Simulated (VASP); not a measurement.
# CsCd4Ge3 (P1) in VASP: single point with PBEsol

Aim: the single point of CsCd4Ge3 with PBEsol.

All numbers are computed with VASP 6.6.1; they aren't measurements. Logs are shortened: lines on timing, memory, paths and dates and some standing lists are left out, and cuts for length are marked.

## 1. The cell of the first run

The typed cell holds 8 atoms: a = 4.482 Å, b = 4.482 Å, c = 10.746 Å, α = 90.00°, β = 90.00°, γ = 90.00°.

## 2. Single point, PBEsol

Input file INCAR:

```
PREC = Accurate
ENCUT = 520
EDIFF = 1E-6
ISMEAR = -1
SIGMA = 0.05
LREAL = False
LASPH = True
NELM = 60
ALGO = Normal
ISIF = 2
LWAVE = False
LCHARG = False
GGA = PS
NBANDS = 60
```

Input file KPOINTS:

```
Automatic mesh
0
Gamma
  3 3 2
```

Input file POSCAR:

```
CsCd4Ge3
1.0
    4.4819720000      0.0000000000      0.0000000000
    0.0000000000      4.4819720000      0.0000000000
    0.0000000000      0.0000000000     10.7461740000
Cs Cd Ge
1 4 3
Direct
   -0.0008290993     -0.0114873542      0.5057350644
   -0.0055239078      0.4922228430      0.1607922038
    0.4918593869      0.0133240458      0.1577008710
    0.0052753565      0.5054027558      0.8373825884
    0.5033349160     -0.0087626607      0.8338659880
    0.5127327882      0.5043382690      0.3103687880
    0.4917215012      0.4927480582      0.6907249036
    0.0048857958      0.0205494367      0.0042890614
```

Potentials or basis: VASP PAW PBE potentials, release 64 (Cs_sv, Cd, Ge_d).

Command:

```console
$ cat potpaw_PBE.64/Cs_sv/POTCAR potpaw_PBE.64/Cd/POTCAR potpaw_PBE.64/Ge_d/POTCAR > POTCAR
$ mpirun -np 1 vasp_std > vasp.out
```

OUTCAR:

```text
PREC = Accurate
   ENCUT = 520
   EDIFF = 1E-6
   ISMEAR = -1
   LREAL = False
   LASPH = True
   NELM = 60
   ISIF = 2
   GGA = PS

 ion  position               nearest neighbor table
   1  0.999  0.989  0.506-
   2  0.994  0.492  0.161-   6 2.69   8 2.70   6 2.83   8 2.90   3 3.09   3 3.11   3 3.23   3 3.25
                             4 3.48
   3  0.492  0.013  0.158-   8 2.74   6 2.75   6 2.81   8 2.83   2 3.09   2 3.11   2 3.23   2 3.25
                             5 3.48
   4  0.005  0.505  0.837-   7 2.69   7 2.79   8 2.82   8 2.92   5 3.12   5 3.13   5 3.21   5 3.22
                             2 3.48
   5  0.503  0.991  0.834-   7 2.71   7 2.72   8 2.89   8 2.90   4 3.12   4 3.13   4 3.21   4 3.22
                             3 3.48
   6  0.513  0.504  0.310-   2 2.69   3 2.75   3 2.81   2 2.83
   7  0.492  0.493  0.691-   4 2.69   5 2.71   5 2.72   4 2.79
   8  0.005  0.021  0.004-   2 2.70   3 2.74   4 2.82   3 2.83   5 2.89   5 2.90   2 2.90   4 2.92

  LATTYP: Found a simple tetragonal cell.
 ALAT       =     4.4819720000
 C/A-ratio  =     2.3976441620

  Lattice vectors:

 A1 = (   4.4819720000,   0.0000000000,   0.0000000000)
 A2 = (   0.0000000000,   4.4819720000,   0.0000000000)
 A3 = (   0.0000000000,   0.0000000000,  10.7461740000)

Analysis of symmetry for initial positions (statically):
=====================================================================
 Subroutine PRICEL returns:
 Original cell was already a primitive cell.

 Routine SETGRP: Setting up the symmetry group for a
 simple tetragonal supercell.

 Subroutine GETGRP returns: Found  1 space group operations
 (whereof  1 operations were pure point group operations)
 out of a pool of 16 trial point group operations.

The static configuration has the point symmetry C_1 .

Analysis of symmetry for dynamics (positions and initial velocities):
=====================================================================
 Subroutine PRICEL returns:
 Original cell was already a primitive cell.

 Routine SETGRP: Setting up the symmetry group for a
 simple tetragonal supercell.

 Subroutine GETGRP returns: Found  1 space group operations
 (whereof  1 operations were pure point group operations)
 out of a pool of 16 trial point group operations.

The dynamic configuration has the point symmetry C_1 .

 Subroutine INISYM returns: Found  1 space group operations
 (whereof  1 operations are pure point group operations),
 and found     1 'primitive' translations

----------------------------------------------------------------------------------------

                                     Primitive cell

  volume of cell :     215.8699

  direct lattice vectors                    reciprocal lattice vectors
     4.481972000  0.000000000  0.000000000     0.223116075  0.000000000  0.000000000
     0.000000000  4.481972000  0.000000000     0.000000000  0.223116075  0.000000000
     0.000000000  0.000000000 10.746174000     0.000000000  0.000000000  0.093056375

  length of vectors
     4.481972000  4.481972000 10.746174000     0.223116075  0.223116075  0.093056375

  position of ions in fractional coordinates (direct lattice)
     0.999170901  0.988512646  0.505735064
     0.994476092  0.492222843  0.160792204
     0.491859387  0.013324046  0.157700871
     0.005275357  0.505402756  0.837382588
     0.503334916  0.991237339  0.833865988
     0.512732788  0.504338269  0.310368788
     0.491721501  0.492748058  0.690724904
     0.004885796  0.020549437  0.004289061

  ion indices of the primitive-cell ions
   primitive index   ion index
                 1           1
                 2           2
                 3           3
                 4           4
                 5           5
                 6           6
                 7           7
                 8           8

----------------------------------------------------------------------------------------

 KPOINTS: Automatic mesh

Automatic generation of k-mesh.
 Grid dimensions read from file:
 generate k-points for:    3    3    2

 Generating k-lattice:

  Cartesian coordinates                     Fractional coordinates (reciprocal lattice)
     0.074372025  0.000000000  0.000000000     0.333333333  0.000000000  0.000000000
     0.000000000  0.074372025  0.000000000     0.000000000  0.333333333  0.000000000
     0.000000000  0.000000000  0.046528188     0.000000000  0.000000000  0.500000000

  Length of vectors
     0.074372025  0.074372025  0.046528188

  Shift w.r.t. Gamma in fractional coordinates (k-lattice)
     0.000000000  0.000000000  0.000000000

 Subroutine IBZKPT returns following result:
 ===========================================

 Found     10 irreducible k-points:

 Following reciprocal coordinates:
            Coordinates               Weight
  0.000000  0.000000  0.000000      1.000000
  0.333333  0.000000  0.000000      2.000000
  0.000000  0.333333  0.000000      2.000000
  0.333333  0.333333  0.000000      2.000000
 -0.333333  0.333333  0.000000      2.000000
  0.000000  0.000000  0.500000      1.000000
  0.333333  0.000000  0.500000      2.000000
  0.000000  0.333333  0.500000      2.000000
  0.333333  0.333333  0.500000      2.000000
 -0.333333  0.333333  0.500000      2.000000
   k-points           NKPTS =     10   k-points in BZ     NKDIM =     10   number of bands    NBANDS=     60
   number of dos      NEDOS =    301   number of ions     NIONS =      8
   total plane-waves  NPLWV = 103680
   dimension x,y,z NGX =    36 NGY =   36 NGZ =   80
   dimension x,y,z NGXF=    72 NGYF=   72 NGZF=  160
   ions per type =               1   4   3
   NGX,Y,Z   is equivalent  to a cutoff of  13.35, 13.35, 12.38 a.u.
   NGXF,Y,Z  is equivalent  to a cutoff of  26.71, 26.71, 24.75 a.u.
 SYSTEM =  unknown system
   PREC   = accura    normal or accurate (medium, high low for compatibility)
   ISTART =      0    job   : 0-new  1-cont  2-samecut
   ICHARG =      2    charge: 1-file 2-atom 10-const
   ISPIN  =      1    spin polarized calculation?
   LNONCOLLINEAR =      F non collinear calculations
   LSORBIT =      F    spin-orbit coupling
   LASPH  =      T    aspherical Exc in radial PAW
   ENCUT  =  520.0 eV  38.22 Ry    6.18 a.u.   8.33  8.33 19.98*2*pi/ulx,y,z
   NELM   =     60;   NELMIN=  2; NELMDL= -5     # of ELM steps
   EDIFF  = 0.1E-05   stopping-criterion for ELM
   LREAL  =      F    real-space projection
   EDIFFG = 0.1E-04   stopping-criterion for IOM
   NSW    =      0    number of steps for IOM
   IBRION =     -1    ionic relax: 0-MD 1-quasi-New 2-CG
   NFREE  =      0    steps in history (QN), initial steepest desc. (CG)
   ISIF   =      2    stress and relaxation
   ISYM   =      2    0-nonsym 1-usesym 2-fastsym
   POTIM  = 0.5000    time-step for ionic-motion
   TEBEG  =    0.0;   TEEND  =   0.0 temperature during run
   PSTRESS=    0.0 pullay stress
   NELECT =      99.0000    total number of electrons
   NUPDOWN=      -1.0000    fix difference up-down
   EMIN   =  10.00;   EMAX   =-10.00  energy-range for DOS
   EFERMI =   0.00;   METHOD = LEGACY
   ISMEAR =    -1;   SIGMA  =   0.05  broadening in eV -4-tet -1-fermi 0-gaus
   EFERMI_NEDOS =   21; number of points for ismear=-14 and -15
   IALGO  =     38    algorithm
   IMIX   =      4    mixing-type and parameters
     AMIX     =   0.40;   BMIX     =  1.00
     AMIX_MAG =   1.60;   BMIX_MAG =  1.00
  volume/ion in A,a.u.               =      26.98       182.10
  Fermi-wavevector in a.u.,A,eV,Ry     =   1.262474  2.385730 21.685525  1.593841
  Thomas-Fermi vector in A             =   2.395880
   LORBIT       =      0    0 simple, 1 ext, 2 COOP (PROOUT), +10 PAW based schemes
   GGA     = PS    functional components
   LHFCALC =     F    Hartree Fock is set to
   AEXX    =    0.0000 exact exchange contribution
   IVDW    =     0    specifies the selected vdW correction
   LEPSILON=     F    determine dielectric tensor
   LRPA    =     F    only Hartree local field effects (RPA)
 non-spin polarized calculation
  energy-cutoff  :      520.00
  volume of cell :      215.87
 maximum number of plane-waves:      5856
 NGX is ok and might be reduce to    36
   NGX = 17   NGY = 17   NGZ = 39

 number of electron      99.0000015 magnetization

 Free energy of the ion-electron system (eV)
  ---------------------------------------------------
  ext. energy  EPLUGINS =         0.00000000
  ---------------------------------------------------
  free energy    TOTEN  =       -19.85850378 eV

  energy without entropy =      -19.83147877  energy(sigma->0) =      -19.84499127

 E-fermi :   2.6478     XC(G=0):  -9.8447

 val. band max:        2.4260949413   @ k =   0.0000   0.3333   0.5000
 cond. band min:       2.6659622657   @ k =   0.3333   0.0000   0.5000
 fundamental gap:      0.2398673244
 Fermi energy:         2.6477534626

 k-point     1 :       0.0000    0.0000    0.0000
  band No.  band energies     occupation
      1     -21.6932      2.00000
      2     -21.6905      2.00000
      3     -21.6890      2.00000
      4     -21.6758      2.00000
      5     -21.6746      2.00000
      6     -21.5974      2.00000
[... 52 lines left out ...]
     59       6.7464      0.00000
     60       7.6417      0.00000

 k-point     2 :       0.3333    0.0000    0.0000
  band No.  band energies     occupation
      1     -21.6925      2.00000
      2     -21.6905      2.00000
      3     -21.6892      2.00000
      4     -21.6760      2.00000
      5     -21.6741      2.00000
      6     -21.5966      2.00000
[... 52 lines left out ...]
     59       7.3401      0.00000
     60       7.4630      0.00000

 k-point     3 :       0.0000    0.3333    0.0000
  band No.  band energies     occupation
      1     -21.6924      2.00000
      2     -21.6908      2.00000
      3     -21.6890      2.00000
      4     -21.6760      2.00000
      5     -21.6741      2.00000
      6     -21.5966      2.00000
[... 430 lines left out ...]
     59       8.2304      0.00000
     60       8.2889      0.00000

 k-point    10 :      -0.3333    0.3333    0.5000
  band No.  band energies     occupation
      1     -21.6918      2.00000
      2     -21.6907      2.00000
      3     -21.6892      2.00000
      4     -21.6763      2.00000
      5     -21.6736      2.00000
      6     -21.5958      2.00000
[... 52 lines left out ...]
     59       8.2131      0.00000
     60       8.3092      0.00000

------------------------ aborting loop because EDIFF is reached ----------------------------------------

  FORCE on cell =-STRESS in cart. coord.  units (eV):
  Direction    XX          YY          ZZ          XY          YZ          ZX
  --------------------------------------------------------------------------------------
  -------------------------------------------------------------------------------------
  Total       -1.6496640     -1.5335059     -0.5183281     -0.0185175      0.5773988     -0.4338301
  in kB      -12.2437355    -11.3816148     -3.8470090     -0.1374364      4.2854288     -3.2198684
  external PRESSURE =      -9.1574531 kB  Pullay stress =       0.0000000 kB

 VOLUME and BASIS-vectors are now :
 -----------------------------------------------------------------------------
  energy-cutoff  :      520.00
  volume of cell :      215.87
      direct lattice vectors                 reciprocal lattice vectors
     4.481972000  0.000000000  0.000000000     0.223116075  0.000000000  0.000000000
     0.000000000  4.481972000  0.000000000     0.000000000  0.223116075  0.000000000
     0.000000000  0.000000000 10.746174000     0.000000000  0.000000000  0.093056375

 POSITION                                       TOTAL-FORCE (eV/Angst)
 -----------------------------------------------------------------------------------
      4.47826      4.43049      5.43472         0.013774      0.055704     -0.100033
      4.45721      2.20613      1.72790         0.200032      0.378588      0.070629
      2.20450      0.05972      1.69468         0.134433     -0.231173      0.127193
      0.02364      2.26520      8.99866        -0.202092      0.026753      0.187580
      2.25593      4.44270      8.96087         0.036144      0.057506      0.277499
      2.29805      2.26043      3.33528        -0.269166      0.127127      0.135669
      2.20388      2.20848      7.42265         0.225709      0.007955     -0.265108
      0.02190      0.09210      0.04609        -0.138833     -0.422459     -0.433427
 -----------------------------------------------------------------------------------
    total drift:                               -0.000264     -0.000061     -0.001932

  FREE ENERGIE OF THE ION-ELECTRON SYSTEM (eV)
  ---------------------------------------------------
  free  energy   TOTEN  =       -19.8585037760 eV

  energy  without entropy=      -19.8314787651  energy(sigma->0) =      -19.84499127
```

Wall time 1.9 min (1 thread of Intel Xeon Platinum 8259CL at 2.50GHz (Skylake/Cascade Lake), shared host); peak memory 0.36 GiB.

Results:

| Property | Result |
| --- | --- |
| Free energy | -19.8585 eV |
| Pressure | -0.9 GPa |
| Largest force | 0.621 eV/Å |
| Band gap on the k mesh | zero (an odd number of electrons rules out a gap without spin polarisation) |

Forces on the atoms (eV/Å):
```
Cs   0.014  0.056 -0.100
Cd   0.200  0.379  0.071
Cd   0.134 -0.231  0.127
Cd  -0.202  0.027  0.188
Cd   0.036  0.058  0.277
Ge  -0.269  0.127  0.136
Ge   0.226  0.008 -0.265
Ge  -0.139 -0.422 -0.433
```

Caveat: the k points lie up to 0.47 Å⁻¹ apart, too coarse for converged energies and pressures of a metal; the PAW data sets were made with another functional, which shifts forces and pressure a little; spin-orbit coupling is left out, which moves the levels of the heavy elements.

The gap in the log of VASP goes by the Fermi energy; the results here count the filled bands.